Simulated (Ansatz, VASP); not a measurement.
# One calculation of TaN, two programs

```
Ta N
1.0
     2.92089    0.00000    0.00000
    -1.46045    2.52957    0.00000
     0.00000    0.00000    3.10695
Ta N
1 1
Cartesian
  0.0000 1.6864 1.5535
  0.0000 0.0000 0.0000
```

Alike in both runs: task single point; functional PBEsol; k mesh 21 × 21 × 18; occupations gaussian, width 0.15 eV; no spin polarisation.

|  | VASP | Ansatz |
| --- | --- | --- |
| version | VASP 6.6.1 | Ansatz 0.2.0 |
| potentials or method | VASP PAW PBE potentials, release 64 (Ta_pv, N), cutoff 520 eV | scalar-relativistic, plane waves, PAW |
| valence electrons in the cell | 16 | 18 |

|  | VASP | Ansatz | Ansatz less VASP |
| --- | --- | --- | --- |
| gap on the k mesh at the Fermi level (eV) | none | none | - |
| pressure (GPa) | -23.6 | -24.1 | -0.51 |
| traceless stress, the component that is largest in VASP (GPa) | -31.09 | -31.19 | -0.098 |

VASP's potentials were made for PBE, not for PBEsol. A gap of «none» marks a metal or a gap that the smearing closes. The functional is the same, so the differences come from potentials, cutoffs and numerics. VASP's potentials hold 16 valence electrons a cell and Ansatz's 18, so a difference there can come from the potentials and not from the codes.

Spin-orbit coupling is off throughout.
